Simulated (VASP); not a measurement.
# Cd (P6_3/mmc) in VASP: further runs

Cd is run at these levels: PBE; tasks: electric field gradients.

Program: VASP 6.6.1. These are calculated values, not measurements. Logs are shortened: lines on timing, memory, paths and dates and some standing lists are left out, and cuts for length are marked.

## (1) The cell of the first run

It takes space group P6_3/mmc (No. 194, hexagonal). Conventional cell: a = 2.919 Å, b = 2.919 Å, c = 5.504 Å, α = 90.00°, β = 90.00°, γ = 120.00°. Within 3.8 Å of Cd (site symmetry -6m2) lie 12 Cd at 2.92 to 3.23 Å.

## (2) Electric field gradients, PBE (20.30 Å³/atom)

Contents of INCAR:

```
SYSTEM = Cd
PREC = Accurate
ENCUT = 400
EDIFF = 1E-8
ISMEAR = -1
SIGMA = 0.05
LREAL = .False.
LASPH = .True.
NELM = 120
ALGO = Normal
ISIF = 2
LWAVE = .False.
LCHARG = .False.
GGA = PE
LEFG = .True.
NBANDS = 19
GGA_COMPAT = .False.
```

Contents of KPOINTS:

```
Automatic mesh
0
Gamma
  16 16 7
  0 0 0
```

Contents of POSCAR:

```
Cd
1.0
    2.9185794238      0.0000000000      0.0000000000
   -1.4592897118      2.5275639239      0.0000000000
    0.0000000000      0.0000000000      5.5039474349
Cd
2
Direct
    0.3333333333      0.6666666667      0.2500000000
    0.6666666667      0.3333333333      0.7500000000
```

Potentials or basis: VASP PAW PBE potentials, release 64 (Cd).

Command:

```bash
$ cat potpaw_PBE.64/Cd/POTCAR > POTCAR
$ mpirun -np 1 vasp_std > vasp.out
```

OUTCAR:

```text
SYSTEM = Cd
   PREC = Accurate
   ENCUT = 400
   EDIFF = 1E-8
   ISMEAR = -1
   LREAL = .False.
   LASPH = .True.
   NELM = 120
   ISIF = 2
   GGA = PE

 ion  position               nearest neighbor table
   1  0.333  0.667  0.250-   2 3.23   2 3.23   2 3.23   2 3.23   2 3.23   2 3.23
   2  0.667  0.333  0.750-   1 3.23   1 3.23   1 3.23   1 3.23   1 3.23   1 3.23

  LATTYP: Found a hexagonal cell.
 ALAT       =     2.9185794238
 C/A-ratio  =     1.8858309594

  Lattice vectors:

 A1 = (   2.9185794238,   0.0000000000,   0.0000000000)
 A2 = (  -1.4592897118,   2.5275639239,   0.0000000000)
 A3 = (   0.0000000000,   0.0000000000,   5.5039474349)

Analysis of symmetry for initial positions (statically):
=====================================================================
 Subroutine PRICEL returns:
 Original cell was already a primitive cell.

 Routine SETGRP: Setting up the symmetry group for a
 hexagonal supercell.

 Subroutine GETGRP returns: Found 24 space group operations
 (whereof 12 operations were pure point group operations)
 out of a pool of 24 trial point group operations.

The static configuration has the point symmetry D_3d.
 The point group associated with its full space group is D_6h.

Analysis of symmetry for dynamics (positions and initial velocities):
=====================================================================
 Subroutine PRICEL returns:
 Original cell was already a primitive cell.

 Routine SETGRP: Setting up the symmetry group for a
 hexagonal supercell.

 Subroutine GETGRP returns: Found 24 space group operations
 (whereof 12 operations were pure point group operations)
 out of a pool of 24 trial point group operations.

The dynamic configuration has the point symmetry D_3d.
 The point group associated with its full space group is D_6h.

 Subroutine INISYM returns: Found 24 space group operations
 (whereof 12 operations are pure point group operations),
 and found     1 'primitive' translations

----------------------------------------------------------------------------------------

                                     Primitive cell
[... 123 lines left out ...]
  energy-cutoff  :      400.00
  volume of cell :       40.60
 maximum number of plane-waves:       756
 NGX is ok and might be reduce to    20
   NGX =  9   NGY =  9   NGZ = 17

 number of electron      24.0000008 magnetization

 Free energy of the ion-electron system (eV)
  ---------------------------------------------------
  ext. energy  EPLUGINS =         0.00000000
  ---------------------------------------------------
  free energy    TOTEN  =        -1.38282991 eV

  energy without entropy =       -1.37816024  energy(sigma->0) =       -1.38049507

 E-fermi :   3.4705     XC(G=0): -11.3624

 val. band max:        3.4692123703   @ k =   0.3125  -0.0000   0.0000
 cond. band min:       3.4725599109   @ k =   0.3125   0.1250   0.0000
 fundamental gap:      0.0033475406
 Fermi energy:         3.4704994465

 k-point     1 :       0.0000    0.0000    0.0000
  band No.  band energies     occupation
      1      -6.7377      2.00000
      2      -6.4431      2.00000
      3      -5.9954      2.00000
      4      -5.9954      2.00000
      5      -5.9362      2.00000
      6      -5.9362      2.00000
[... 505 lines left out ...]
      6      -5.6517      2.00000
[... 11 lines left out ...]
     18      13.4003      0.00000
     19      14.1392      0.00000

 [... further k-points ...]

------------------------ aborting loop because EDIFF is reached ----------------------------------------

  FORCE on cell =-STRESS in cart. coord.  units (eV):
  Direction    XX          YY          ZZ          XY          YZ          ZX
  --------------------------------------------------------------------------------------
  -------------------------------------------------------------------------------------
  Total        2.0338366      2.0338366      1.1687642      0.0000000      0.0000000     -0.0000000
  in kB       80.2562208     80.2562208     46.1200262      0.0000000      0.0000000     -0.0000000
  external PRESSURE =      68.8774893 kB  Pullay stress =       0.0000000 kB

 VOLUME and BASIS-vectors are now :
 -----------------------------------------------------------------------------
  energy-cutoff  :      400.00
  volume of cell :       40.60
      direct lattice vectors                 reciprocal lattice vectors
     2.918579424  0.000000000  0.000000000     0.342632444  0.197818934  0.000000000
    -1.459289712  2.527563924  0.000000000     0.000000000  0.395637867  0.000000000
     0.000000000  0.000000000  5.503947435     0.000000000  0.000000000  0.181687782

 POSITION                                       TOTAL-FORCE (eV/Angst)
 -----------------------------------------------------------------------------------
     -0.00000      1.68504      1.37599         0.000000      0.000000      0.000000
      1.45929      0.84252      4.12796        -0.000000      0.000000      0.000000
 -----------------------------------------------------------------------------------
    total drift:                                0.000000     -0.000000      0.000000

  FREE ENERGIE OF THE ION-ELECTRON SYSTEM (eV)
  ---------------------------------------------------
  free  energy   TOTEN  =        -1.3828299114 eV

  energy  without entropy=       -1.3781602374  energy(sigma->0) =       -1.38049507

 Electric field gradients (V/A^2)
---------------------------------------------------------------------
 ion       V_xx      V_yy      V_zz      V_xy      V_xz      V_yz
---------------------------------------------------------------------
   1     -44.244   -44.245    88.489    -0.001     0.000    -0.000
   2     -44.244   -44.245    88.489    -0.001    -0.000     0.000
---------------------------------------------------------------------

 Electric field gradients after diagonalization (V/A^2)
 (convention: |V_zz| > |V_xx| > |V_yy|)
----------------------------------------------------------------------
 ion       V_xx      V_yy      V_zz     asymmetry (V_yy - V_xx)/ V_zz
----------------------------------------------------------------------
   1     -44.246   -44.243    88.489       0.000
   2     -44.246   -44.243    88.489       0.000
----------------------------------------------------------------------

           NMR quadrupolar parameters

 Cq : quadrupolar parameter    Cq=e*Q*V_zz/h
 eta: asymmetry parameters     (V_yy - V_xx)/ V_zz
 Q  : nuclear electric quadrupole moment in mb (millibarn)
----------------------------------------------------------------------
 ion       Cq(MHz)       eta       Q (mb)
----------------------------------------------------------------------
   1       0.214       0.000       1.000
   2       0.214       0.000       1.000
----------------------------------------------------------------------
```

stdout:

```text
POSCAR found type information on POSCAR Cd
 POSCAR found :  1 types and       2 ions
 scaLAPACK will be used
 LDA part: xc-table for (Slater+PW92), standard interpolation
 POSCAR, INCAR and KPOINTS ok, starting setup
 FFT: planning ... GRIDC
 FFT: planning ... GRID_SOFT
 FFT: planning ... GRID
 WAVECAR not read
 entering main loop
ion   1

ion   2
```

Wall time 1.8 min (1 thread of Intel Xeon 8259CL, shared host); peak memory 0.17 GiB.

Results:

```
Free energy                             : -1.3828 eV
Pressure                                : 6.9 GPa
Band gap on the k mesh                  : zero (bands 12 and 13 overlap by 4.02 eV)
Largest electric field gradient by atom : Cd +88.5 V/Å²
```

Levels at points of the mesh, in eV from the Fermi level:
```csv
k point,band 10,band 11,band 12,band 13,band 14,band 15
"(0.00, 0.00, 0.00)",-8.58,-8.58,-3.37,-3.02,10.90,14.69
"(0.50, 0.00, 0.00)",-8.26,-2.55,-1.89,2.09,3.05,3.51
```

Electric field gradients, principal values (V/Å²):
```tsv
atom	least	middle	greatest (by size)
1 Cd	-44.243	-44.246	88.489
2 Cd	-44.243	-44.246	88.489
```

Caveat: the cell stands under pressure; without QUAD_EFG the Cq values of the log hold for a quadrupole moment of 1 mb, not for the nuclei.

## (3) Electric field gradients, PBE (20.94 Å³/atom)

This run uses another cell than the first one, of 20.94 Å³/atom.

Contents of INCAR:

```
  PREC = Accurate
  ENCUT = 400
  EDIFF = 1E-8
  ISMEAR = -1
  SIGMA = 0.05
  LREAL = False
  LASPH = True
  NELM = 120
  ALGO = Normal
  ISIF = 2
  LWAVE = False
  LCHARG = False
  GGA = PE
  LEFG = True
  NBANDS = 19
  GGA_COMPAT = False
```

Contents of KPOINTS:

```
regular mesh
0
Gamma
  16 16 7
```

Contents of POSCAR:

```
Cd
1.0
    2.9487808294      0.0000000000      0.0000000000
   -1.4743904147      2.5537191084      0.0000000000
    0.0000000000      0.0000000000      5.5609021808
Cd
2
Direct
    0.3333333333      0.6666666667      0.2500000000
    0.6666666667      0.3333333333      0.7500000000
```

Potentials or basis: VASP PAW PBE potentials, release 64 (Cd).

Command:

```bash
$ cat potpaw_PBE.64/Cd/POTCAR > POTCAR
$ mpirun -np 1 vasp_std > vasp.out
```

OUTCAR:

```text
PREC = Accurate
   ENCUT = 400
   EDIFF = 1E-8
   ISMEAR = -1
   LREAL = False
   LASPH = True
   NELM = 120
   ISIF = 2
   GGA = PE

 ion  position               nearest neighbor table
   1  0.333  0.667  0.250-   2 3.26   2 3.26   2 3.26   2 3.26   2 3.26   2 3.26
   2  0.667  0.333  0.750-   1 3.26   1 3.26   1 3.26   1 3.26   1 3.26   1 3.26

  LATTYP: Found a hexagonal cell.
 ALAT       =     2.9487808294
 C/A-ratio  =     1.8858309595

  Lattice vectors:

 A1 = (   2.9487808294,   0.0000000000,   0.0000000000)
 A2 = (  -1.4743904147,   2.5537191084,   0.0000000000)
 A3 = (   0.0000000000,   0.0000000000,   5.5609021808)

Analysis of symmetry for initial positions (statically):
=====================================================================
 Subroutine PRICEL returns:
 Original cell was already a primitive cell.

 Routine SETGRP: Setting up the symmetry group for a
 hexagonal supercell.

 Subroutine GETGRP returns: Found 24 space group operations
 (whereof 12 operations were pure point group operations)
 out of a pool of 24 trial point group operations.

The static configuration has the point symmetry D_3d.
 The point group associated with its full space group is D_6h.

Analysis of symmetry for dynamics (positions and initial velocities):
=====================================================================
 Subroutine PRICEL returns:
 Original cell was already a primitive cell.

 Routine SETGRP: Setting up the symmetry group for a
 hexagonal supercell.

 Subroutine GETGRP returns: Found 24 space group operations
 (whereof 12 operations were pure point group operations)
 out of a pool of 24 trial point group operations.

The dynamic configuration has the point symmetry D_3d.
 The point group associated with its full space group is D_6h.

 Subroutine INISYM returns: Found 24 space group operations
 (whereof 12 operations are pure point group operations),
 and found     1 'primitive' translations

----------------------------------------------------------------------------------------

                                     Primitive cell

  volume of cell :      41.8756

  direct lattice vectors                    reciprocal lattice vectors
     2.948780829  0.000000000  0.000000000     0.339123203  0.195792873  0.000000000
    -1.474390415  2.553719108  0.000000000     0.000000000  0.391585745  0.000000000
     0.000000000  0.000000000  5.560902181     0.000000000  0.000000000  0.179826936

  length of vectors
     2.948780829  2.948780829  5.560902181     0.391585745  0.391585745  0.179826936

  position of ions in fractional coordinates (direct lattice)
     0.333333333  0.666666667  0.250000000
     0.666666667  0.333333333  0.750000000

  ion indices of the primitive-cell ions
   primitive index   ion index
                 1           1
                 2           2

----------------------------------------------------------------------------------------

 KPOINTS: regular mesh

[... 73 lines left out ...]
   ISIF   =      2    stress and relaxation
   ISYM   =      2    0-nonsym 1-usesym 2-fastsym
   POTIM  = 0.5000    time-step for ionic-motion
   TEBEG  =    0.0;   TEEND  =   0.0 temperature during run
   PSTRESS=    0.0 pullay stress
   NELECT =      24.0000    total number of electrons
   NUPDOWN=      -1.0000    fix difference up-down
   EMIN   =  10.00;   EMAX   =-10.00  energy-range for DOS
   EFERMI =   0.00;   METHOD = LEGACY
   ISMEAR =    -1;   SIGMA  =   0.05  broadening in eV -4-tet -1-fermi 0-gaus
   EFERMI_NEDOS =   21; number of points for ismear=-14 and -15
   IALGO  =     38    algorithm
   IMIX   =      4    mixing-type and parameters
     AMIX     =   0.40;   BMIX     =  1.00
     AMIX_MAG =   1.60;   BMIX_MAG =  1.00
  volume/ion in A,a.u.               =      20.94       141.30
  Fermi-wavevector in a.u.,A,eV,Ry     =   1.359852  2.569748 25.159856  1.849197
  Thomas-Fermi vector in A             =   2.486564
   LORBIT       =      0    0 simple, 1 ext, 2 COOP (PROOUT), +10 PAW based schemes
   GGA     = PE    functional components
   LHFCALC =     F    Hartree Fock is set to
   AEXX    =    0.0000 exact exchange contribution
   IVDW    =     0    specifies the selected vdW correction
   LEPSILON=     F    determine dielectric tensor
   LRPA    =     F    only Hartree local field effects (RPA)
 non-spin polarized calculation
  energy-cutoff  :      400.00
  volume of cell :       41.88
 maximum number of plane-waves:       782
 NGX is ok and might be reduce to    20
   NGX =  9   NGY =  9   NGZ = 19

 number of electron      24.0000002 magnetization

 Free energy of the ion-electron system (eV)
  ---------------------------------------------------
  ext. energy  EPLUGINS =         0.00000000
  ---------------------------------------------------
  free energy    TOTEN  =        -1.43512525 eV

  energy without entropy =       -1.43043443  energy(sigma->0) =       -1.43277984

 E-fermi :   3.2332     XC(G=0): -11.1958

 val. band max:        3.2087449930   @ k =   0.1875   0.0625   0.1429
 cond. band min:       3.2546309347   @ k =   0.3125   0.3125   0.4286
 fundamental gap:      0.0458859417
 Fermi energy:         3.2332437634

 k-point     1 :       0.0000    0.0000    0.0000
  band No.  band energies     occupation
      1      -6.8264      2.00000
      2      -6.5435      2.00000
      3      -6.1419      2.00000
      4      -6.1419      2.00000
      5      -6.0866      2.00000
      6      -6.0866      2.00000
[... 505 lines left out ...]
      6      -5.8170      2.00000
[... 11 lines left out ...]
     18      12.9035      0.00000
     19      13.7592      0.00000

 [... further k-points ...]

------------------------ aborting loop because EDIFF is reached ----------------------------------------

  FORCE on cell =-STRESS in cart. coord.  units (eV):
  Direction    XX          YY          ZZ          XY          YZ          ZX
  --------------------------------------------------------------------------------------
  -------------------------------------------------------------------------------------
  Total        1.3464562      1.3464562      0.7505893      0.0000000      0.0000000      0.0000000
  in kB       51.5159768     51.5159768     28.7178597      0.0000000      0.0000000      0.0000000
  external PRESSURE =      43.9166045 kB  Pullay stress =       0.0000000 kB

 VOLUME and BASIS-vectors are now :
 -----------------------------------------------------------------------------
  energy-cutoff  :      400.00
  volume of cell :       41.88
      direct lattice vectors                 reciprocal lattice vectors
     2.948780829  0.000000000  0.000000000     0.339123203  0.195792873  0.000000000
    -1.474390415  2.553719108  0.000000000     0.000000000  0.391585745  0.000000000
     0.000000000  0.000000000  5.560902181     0.000000000  0.000000000  0.179826936

 POSITION                                       TOTAL-FORCE (eV/Angst)
 -----------------------------------------------------------------------------------
     -0.00000      1.70248      1.39023         0.000000      0.000000      0.000000
      1.47439      0.85124      4.17068        -0.000000     -0.000000      0.000000
 -----------------------------------------------------------------------------------
    total drift:                               -0.000000      0.000000      0.000000

  FREE ENERGIE OF THE ION-ELECTRON SYSTEM (eV)
  ---------------------------------------------------
  free  energy   TOTEN  =        -1.4351252460 eV

  energy  without entropy=       -1.4304344329  energy(sigma->0) =       -1.43277984

 Electric field gradients (V/A^2)
---------------------------------------------------------------------
 ion       V_xx      V_yy      V_zz      V_xy      V_xz      V_yz
---------------------------------------------------------------------
   1     -41.998   -41.997    83.995     0.001     0.000    -0.000
   2     -41.998   -41.997    83.995     0.001    -0.000     0.000
---------------------------------------------------------------------

 Electric field gradients after diagonalization (V/A^2)
 (convention: |V_zz| > |V_xx| > |V_yy|)
----------------------------------------------------------------------
 ion       V_xx      V_yy      V_zz     asymmetry (V_yy - V_xx)/ V_zz
----------------------------------------------------------------------
   1     -41.998   -41.997    83.995       0.000
   2     -41.998   -41.997    83.995       0.000
----------------------------------------------------------------------

           NMR quadrupolar parameters

 Cq : quadrupolar parameter    Cq=e*Q*V_zz/h
 eta: asymmetry parameters     (V_yy - V_xx)/ V_zz
 Q  : nuclear electric quadrupole moment in mb (millibarn)
----------------------------------------------------------------------
 ion       Cq(MHz)       eta       Q (mb)
----------------------------------------------------------------------
   1       0.203       0.000       1.000
   2       0.203       0.000       1.000
----------------------------------------------------------------------
```

OSZICAR:

```text
N       E                     dE             d eps       ncg     rms          rms(c)
DAV:   1     0.153008145596E+03    0.15301E+03   -0.11441E+04  4584   0.105E+03
DAV:   2     0.191074917670E+01   -0.15110E+03   -0.14659E+03  4779   0.306E+02
DAV:   3    -0.154217130882E+01   -0.34529E+01   -0.34469E+01  5268   0.533E+01
DAV:   4    -0.154746143886E+01   -0.52901E-02   -0.52899E-02  5013   0.194E+00
DAV:   5    -0.154747816236E+01   -0.16723E-04   -0.16723E-04  5078   0.108E-01    0.496E+00
DAV:   6    -0.144172220354E+01    0.10576E+00   -0.24866E-01  5006   0.610E+00    0.387E+00
DAV:   7    -0.143515262924E+01    0.65696E-02   -0.30904E-02  5084   0.171E+00    0.169E+00
DAV:   8    -0.143505115016E+01    0.10148E-03   -0.38757E-03  4900   0.774E-01    0.957E-02
DAV:   9    -0.143508538216E+01   -0.34232E-04   -0.17539E-05  5195   0.445E-02    0.415E-02
DAV:  10    -0.143512496657E+01   -0.39584E-04   -0.34702E-05  4950   0.550E-02    0.405E-03
DAV:  11    -0.143512534319E+01   -0.37662E-06   -0.72628E-08  5067   0.271E-03    0.177E-03
DAV:  12    -0.143512519000E+01    0.15319E-06   -0.13681E-08  4084   0.874E-04    0.503E-04
DAV:  13    -0.143512522941E+01   -0.39415E-07   -0.32519E-10  2661   0.183E-04    0.115E-04
DAV:  14    -0.143512524755E+01   -0.18143E-07   -0.57278E-11  2544   0.644E-05    0.534E-05
DAV:  15    -0.143512524603E+01    0.15198E-08   -0.57658E-12  2487   0.251E-05
   1 F= -.14351252E+01 E0= -.14327798E+01  d E =-.469081E-02
```

It took 1.8 min on 1 thread of Intel Xeon 8259CL, shared host; peak memory 0.17 GiB.

Results:

```yaml
Free_energy: -1.4351 eV
Pressure: 4.4 GPa
Band_gap_on_the_k_mesh: zero (bands 12 and 13 overlap by 3.98 eV)
Largest_electric_field_gradient_by_atom: Cd +84.0 V/Å²
```

Electric field gradients, principal values (V/Å²):
```tsv
atom	least	middle	greatest (by size)
1 Cd	-41.997	-41.998	83.995
2 Cd	-41.997	-41.998	83.995
```

Caveat: the cell stands under pressure; without QUAD_EFG the Cq values of the log hold for a quadrupole moment of 1 mb, not for the nuclei.

(Part 1 of 2 ends here.)
